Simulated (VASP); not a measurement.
## Si3N4: single point with PBE

Si3N4:

```
CELL_PARAMETERS angstrom
7.37749 0.00000 0.00000
-3.68875 6.38910 0.00000
0.00000 0.00000 2.81848
ATOMIC_POSITIONS crystal
Si 0.23628 0.82986 0.75000
Si 0.40643 0.23628 0.25000
Si 0.82986 0.59357 0.25000
Si 0.17014 0.40643 0.75000
Si 0.59357 0.76372 0.75000
Si 0.76372 0.17014 0.25000
N 0.33333 0.66667 0.75000
N 0.66667 0.33333 0.25000
N 0.97413 0.67105 0.75000
N 0.30309 0.97413 0.25000
N 0.67105 0.69691 0.25000
N 0.32895 0.30309 0.75000
N 0.02587 0.32895 0.25000
N 0.69691 0.02587 0.75000
```

This cell differs from its parent crystal: strain -3.0%.

```yaml
Program: VASP 6.6.1
Task: single point
Functional: PBE
Potentials_or_basis: VASP PAW PBE potentials, release 64 (Si, N)
Cutoff: 520 eV
k_mesh: 6 × 6 × 8
Occupations: fermi-dirac, width 0.02 eV
Spin: no spin polarisation
```

```yaml
Pressure: 33.1 GPa
Largest_force: 0.064 eV/Å
Band_gap_on_the_k_mesh: 4.69 eV (least direct gap 4.88 eV)
```

Forces on the atoms (eV/Å):
```
Si   0.043  0.047  0.000
Si  -0.019  0.061  0.000
Si   0.062 -0.014  0.000
Si  -0.062  0.014  0.000
Si   0.019 -0.061  0.000
Si  -0.043 -0.047  0.000
N    0.000  0.000  0.000
N    0.000  0.000  0.000
N    0.040  0.034  0.000
N   -0.009  0.052  0.000
N    0.049 -0.018  0.000
N   -0.049  0.018  0.000
N   -0.040 -0.034  0.000
N    0.009 -0.052  0.000
```

Stress tensor (GPa, compression positive):
```
32.37  0.00  0.00
 0.00 32.37  0.00
 0.00  0.00 34.48
```

Levels at points of the mesh, in eV from the valence-band top:
```
           k point  band 28  band 29  band 30  band 31  band 32  band 33  band 34  band 35  band 36  band 37
(0.00, 0.00, 0.00)    -1.40    -1.40    -0.50    -0.37    -0.19     4.69     5.19     5.47     5.47     5.89
(0.50, 0.00, 0.00)    -1.80    -1.49    -0.82    -0.34    -0.26     5.12     5.20     5.33     5.85     6.19
(0.00, 0.00, 0.50)    -1.77    -1.77    -1.77    -1.56    -1.56     4.99     4.99     4.99     4.99     7.77
(0.50, 0.00, 0.50)    -2.10    -1.64    -1.64    -1.19    -1.19     5.19     5.19     6.20     6.20     6.62
```

It took 2 min on 1 thread of Intel(R) Xeon(R) 6975P-C (Granite Rapids), on a shared host, peak memory 0.35 GiB.

Caveat: the cell differs from its parent crystal (strain -3.0%); the cell stands under pressure. A k mesh can miss the band edges.
